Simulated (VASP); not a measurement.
# Ti (Pm-3m) in VASP: single point with PBEsol

Aim: the single point of Ti with PBEsol.

Everything below comes from runs of VASP 6.6.1. Logs are shortened: lines on timing, memory, paths and dates and some standing lists are left out, and cuts for length are marked.

## Step 1: The cell of the first run

Symmetry: Pm-3m, No. 221, cubic system. Conventional cell: a = 3.820 Å, b = 3.820 Å, c = 3.820 Å, α = 90.00°, β = 90.00°, γ = 90.00°. Ti (site symmetry m-3m) has 6 Ti at 3.82 Å within 5.0 Å.

## Step 2: Single point, PBEsol

INCAR reads:

```
PREC = Accurate
ENCUT = 520
EDIFF = 1E-7
ISMEAR = -1
SIGMA = 0.1
LREAL = False
LASPH = True
NELM = 80
ALGO = Normal
ISIF = 2
LWAVE = False
LCHARG = False
GGA = PS
NBANDS = 12
```

KPOINTS reads:

```
Automatic mesh
0
Gamma
  6 6 6
```

POSCAR reads:

```
Ti
1.0
    3.8200000000      0.0000000000      0.0000000000
    0.0000000000      3.8200000000      0.0000000000
    0.0000000000      0.0000000000      3.8200000000
Ti
1
Direct
    0.0000000000      0.0000000000      0.0000000000
```

Potentials or basis: VASP PAW PBE potentials, release 64 (Ti_sv).

Launch:

```
$ cat potpaw_PBE.64/Ti_sv/POTCAR > POTCAR
$ mpirun -np 1 vasp_std > vasp.out
```

OUTCAR:

```text
PREC = Accurate
   ENCUT = 520
   EDIFF = 1E-7
   ISMEAR = -1
   LREAL = False
   LASPH = True
   NELM = 80
   ISIF = 2
   GGA = PS

 ion  position               nearest neighbor table
   1  0.000  0.000  0.000-

  LATTYP: Found a simple cubic cell.
 ALAT       =     3.8200000000

  Lattice vectors:

 A1 = (   3.8200000000,   0.0000000000,   0.0000000000)
 A2 = (   0.0000000000,   3.8200000000,   0.0000000000)
 A3 = (   0.0000000000,   0.0000000000,   3.8200000000)

Analysis of symmetry for initial positions (statically):
=====================================================================
 Subroutine PRICEL returns:
 Original cell was already a primitive cell.

 Routine SETGRP: Setting up the symmetry group for a
 simple cubic supercell.

 Subroutine GETGRP returns: Found 48 space group operations
 (whereof 48 operations were pure point group operations)
 out of a pool of 48 trial point group operations.

The static configuration has the point symmetry O_h .

Analysis of symmetry for dynamics (positions and initial velocities):
=====================================================================
 Subroutine PRICEL returns:
 Original cell was already a primitive cell.

 Routine SETGRP: Setting up the symmetry group for a
 simple cubic supercell.

 Subroutine GETGRP returns: Found 48 space group operations
 (whereof 48 operations were pure point group operations)
 out of a pool of 48 trial point group operations.

The dynamic configuration has the point symmetry O_h .

 Subroutine INISYM returns: Found 48 space group operations
 (whereof 48 operations are pure point group operations),
 and found     1 'primitive' translations

----------------------------------------------------------------------------------------

                                     Primitive cell

  volume of cell :      55.7430

  direct lattice vectors                    reciprocal lattice vectors
     3.820000000  0.000000000  0.000000000     0.261780105  0.000000000  0.000000000
     0.000000000  3.820000000  0.000000000     0.000000000  0.261780105  0.000000000
     0.000000000  0.000000000  3.820000000     0.000000000  0.000000000  0.261780105

  length of vectors
     3.820000000  3.820000000  3.820000000     0.261780105  0.261780105  0.261780105

  position of ions in fractional coordinates (direct lattice)
     0.000000000  0.000000000  0.000000000

  ion indices of the primitive-cell ions
   primitive index   ion index
                 1           1

----------------------------------------------------------------------------------------

 KPOINTS: Automatic mesh

Automatic generation of k-mesh.
 Grid dimensions read from file:
 generate k-points for:    6    6    6

 Generating k-lattice:

  Cartesian coordinates                     Fractional coordinates (reciprocal lattice)
     0.043630017  0.000000000  0.000000000     0.166666667  0.000000000  0.000000000
     0.000000000  0.043630017  0.000000000     0.000000000  0.166666667  0.000000000
     0.000000000  0.000000000  0.043630017     0.000000000  0.000000000  0.166666667

  Length of vectors
     0.043630017  0.043630017  0.043630017

  Shift w.r.t. Gamma in fractional coordinates (k-lattice)
     0.000000000  0.000000000  0.000000000

 Subroutine IBZKPT returns following result:
 ===========================================

 Found     20 irreducible k-points:

 Following reciprocal coordinates:
            Coordinates               Weight
  0.000000  0.000000  0.000000      1.000000
  0.166667  0.000000  0.000000      6.000000
  0.333333  0.000000  0.000000      6.000000
  0.500000  0.000000  0.000000      3.000000
  0.166667  0.166667  0.000000     12.000000
  0.333333  0.166667  0.000000     24.000000
[... 12 lines left out ...]
  0.500000  0.500000  0.333333      6.000000
  0.500000  0.500000  0.500000      1.000000
   k-points           NKPTS =     20   k-points in BZ     NKDIM =     20   number of bands    NBANDS=     12
   number of dos      NEDOS =    301   number of ions     NIONS =      1
   total plane-waves  NPLWV =  21952
   dimension x,y,z NGX =    28 NGY =   28 NGZ =   28
   dimension x,y,z NGXF=    56 NGYF=   56 NGZF=   56
   ions per type =               1
   NGX,Y,Z   is equivalent  to a cutoff of  12.19, 12.19, 12.19 a.u.
   NGXF,Y,Z  is equivalent  to a cutoff of  24.37, 24.37, 24.37 a.u.
 SYSTEM =  unknown system
   PREC   = accura    normal or accurate (medium, high low for compatibility)
   ISTART =      0    job   : 0-new  1-cont  2-samecut
   ICHARG =      2    charge: 1-file 2-atom 10-const
   ISPIN  =      1    spin polarized calculation?
   LNONCOLLINEAR =      F non collinear calculations
   LSORBIT =      F    spin-orbit coupling
   LASPH  =      T    aspherical Exc in radial PAW
   ENCUT  =  520.0 eV  38.22 Ry    6.18 a.u.   7.10  7.10  7.10*2*pi/ulx,y,z
   NELM   =     80;   NELMIN=  2; NELMDL= -5     # of ELM steps
   EDIFF  = 0.1E-06   stopping-criterion for ELM
   LREAL  =      F    real-space projection
   EDIFFG = 0.1E-05   stopping-criterion for IOM
   NSW    =      0    number of steps for IOM
   IBRION =     -1    ionic relax: 0-MD 1-quasi-New 2-CG
   NFREE  =      0    steps in history (QN), initial steepest desc. (CG)
   ISIF   =      2    stress and relaxation
   ISYM   =      2    0-nonsym 1-usesym 2-fastsym
   POTIM  = 0.5000    time-step for ionic-motion
   TEBEG  =    0.0;   TEEND  =   0.0 temperature during run
   PSTRESS=    0.0 pullay stress
   NELECT =      12.0000    total number of electrons
   NUPDOWN=      -1.0000    fix difference up-down
   EMIN   =  10.00;   EMAX   =-10.00  energy-range for DOS
   EFERMI =   0.00;   METHOD = LEGACY
   ISMEAR =    -1;   SIGMA  =   0.10  broadening in eV -4-tet -1-fermi 0-gaus
   EFERMI_NEDOS =   21; number of points for ismear=-14 and -15
   IALGO  =     38    algorithm
   IMIX   =      4    mixing-type and parameters
     AMIX     =   0.40;   BMIX     =  1.00
     AMIX_MAG =   1.60;   BMIX_MAG =  1.00
  volume/ion in A,a.u.               =      55.74       376.17
  Fermi-wavevector in a.u.,A,eV,Ry     =   0.981157  1.854118 13.097910  0.962669
  Thomas-Fermi vector in A             =   2.112142
   LORBIT       =      0    0 simple, 1 ext, 2 COOP (PROOUT), +10 PAW based schemes
   GGA     = PS    functional components
   LHFCALC =     F    Hartree Fock is set to
   AEXX    =    0.0000 exact exchange contribution
   IVDW    =     0    specifies the selected vdW correction
   LEPSILON=     F    determine dielectric tensor
   LRPA    =     F    only Hartree local field effects (RPA)
 non-spin polarized calculation
  energy-cutoff  :      520.00
  volume of cell :       55.74
 maximum number of plane-waves:      1518
   NGX = 15   NGY = 15   NGZ = 15

 number of electron      12.0000014 magnetization

 Free energy of the ion-electron system (eV)
  ---------------------------------------------------
  ext. energy  EPLUGINS =         0.00000000
  ---------------------------------------------------
  free energy    TOTEN  =        -4.30963407 eV

  energy without entropy =       -4.09394592  energy(sigma->0) =       -4.20178999

 E-fermi :   0.3765     XC(G=0):  -7.0112

 val. band max:        0.3717129083   @ k =   0.3333   0.1667   0.1667
 cond. band min:       0.3973114792   @ k =   0.5000   0.5000   0.3333
 fundamental gap:      0.0255985709
 Fermi energy:         0.3764628021

 k-point     1 :       0.0000    0.0000    0.0000
  band No.  band energies     occupation
      1     -57.2795      2.00000
      2     -33.6026      2.00000
      3     -33.6026      2.00000
      4     -33.6026      2.00000
      5      -2.7335      2.00000
      6       0.0813      1.90069
      7       0.0813      1.90069
      8       1.2552      0.00031
      9       1.2552      0.00031
     10       1.2552      0.00031
     11       7.5317      0.00000
     12       7.5317      0.00000

 k-point     2 :       0.1667    0.0000    0.0000
  band No.  band energies     occupation
      1     -57.2792      2.00000
      2     -33.6070      2.00000
      3     -33.6023      2.00000
      4     -33.6023      2.00000
      5      -2.4393      2.00000
      6       0.1166      1.86150
      7       0.1715      1.77190
      8       1.1612      0.00078
      9       1.1612      0.00078
     10       1.2627      0.00028
     11       5.4373      0.00000
     12       7.9109      0.00000

 k-point     3 :       0.3333    0.0000    0.0000
  band No.  band energies     occupation
      1     -57.2788      2.00000
      2     -33.6157      2.00000
      3     -33.6017      2.00000
      4     -33.6017      2.00000
      5      -1.6449      2.00000
      6       0.1890      1.73403
      7       0.3539      1.11228
      8       0.9875      0.00443
      9       0.9875      0.00443
     10       1.2778      0.00024
     11       3.0744      0.00000
     12       8.8810      0.00000
[... 226 lines left out ...]
 k-point    19 :       0.5000    0.5000    0.3333
  band No.  band energies     occupation
      1     -57.2769      2.00000
      2     -33.6175      2.00000
      3     -33.6175      2.00000
      4     -33.6128      2.00000
      5       0.1970      1.71488
      6       0.3973      0.89613
      7       0.3973      0.89613
      8       1.0763      0.00182
      9       1.4927      0.00003
     10       3.6984      0.00000
     11       3.6984      0.00000
     12       3.7007      0.00000

 k-point    20 :       0.5000    0.5000    0.5000
  band No.  band energies     occupation
      1     -57.2767      2.00000
      2     -33.6171      2.00000
      3     -33.6171      2.00000
      4     -33.6171      2.00000
      5       0.2738      1.47237
      6       0.2738      1.47237
      7       0.2738      1.47236
      8       1.4973      0.00003
      9       1.4973      0.00003
     10       4.2562      0.00000
     11       4.2562      0.00000
     12       4.2562      0.00000

------------------------ aborting loop because EDIFF is reached ----------------------------------------

  FORCE on cell =-STRESS in cart. coord.  units (eV):
  Direction    XX          YY          ZZ          XY          YZ          ZX
  --------------------------------------------------------------------------------------
  -------------------------------------------------------------------------------------
  Total       -3.4890262     -3.4890262     -3.4890262     -0.0000000     -0.0000000      0.0000000
  in kB     -100.2824001   -100.2824001   -100.2824001     -0.0000000     -0.0000000      0.0000000
  external PRESSURE =    -100.2824001 kB  Pullay stress =       0.0000000 kB

 VOLUME and BASIS-vectors are now :
 -----------------------------------------------------------------------------
  energy-cutoff  :      520.00
  volume of cell :       55.74
      direct lattice vectors                 reciprocal lattice vectors
     3.820000000  0.000000000  0.000000000     0.261780105  0.000000000  0.000000000
     0.000000000  3.820000000  0.000000000     0.000000000  0.261780105  0.000000000
     0.000000000  0.000000000  3.820000000     0.000000000  0.000000000  0.261780105

 POSITION                                       TOTAL-FORCE (eV/Angst)
 -----------------------------------------------------------------------------------
      0.00000      0.00000      0.00000         0.000000      0.000000      0.000000
 -----------------------------------------------------------------------------------
    total drift:                               -0.000000     -0.000000     -0.000000

  FREE ENERGIE OF THE ION-ELECTRON SYSTEM (eV)
  ---------------------------------------------------
  free  energy   TOTEN  =        -4.3096340655 eV

  energy  without entropy=       -4.0939459191  energy(sigma->0) =       -4.20178999
```

It took 4.8 s on 1 thread of Intel Xeon 6975P-C (Granite Rapids), shared host; peak memory 0.15 GiB.

What came out:

```yaml
Free_energy: -4.3096 eV
Pressure: -10.0 GPa
Band_gap_on_the_k_mesh: zero (band 6 reaches 0.52 eV, above the bottom of band 7 at 0.08 eV)
```

Levels at points of the mesh, in eV from the Fermi level:
| k point | band 2 | band 3 | band 4 | band 5 | band 6 | band 7 | band 8 | band 9 | band 10 | band 11 |
| --- | --- | --- | --- | --- | --- | --- | --- | --- | --- | --- |
| (0.00, 0.00, 0.00) | -33.98 | -33.98 | -33.98 | -3.11 | -0.30 | -0.30 | 0.88 | 0.88 | 0.88 | 7.16 |
| (0.50, 0.00, 0.00) | -34.00 | -33.98 | -33.98 | -1.36 | -0.15 | 0.05 | 0.53 | 0.53 | 0.91 | 1.53 |
| (0.50, 0.50, 0.00) | -34.00 | -34.00 | -33.98 | -0.40 | -0.31 | 0.60 | 0.60 | 1.10 | 1.97 | 1.97 |
| (0.50, 0.50, 0.50) | -33.99 | -33.99 | -33.99 | -0.10 | -0.10 | -0.10 | 1.12 | 1.12 | 3.88 | 3.88 |

Caveat: the PAW data sets were made with another functional, which shifts forces and pressure a little.
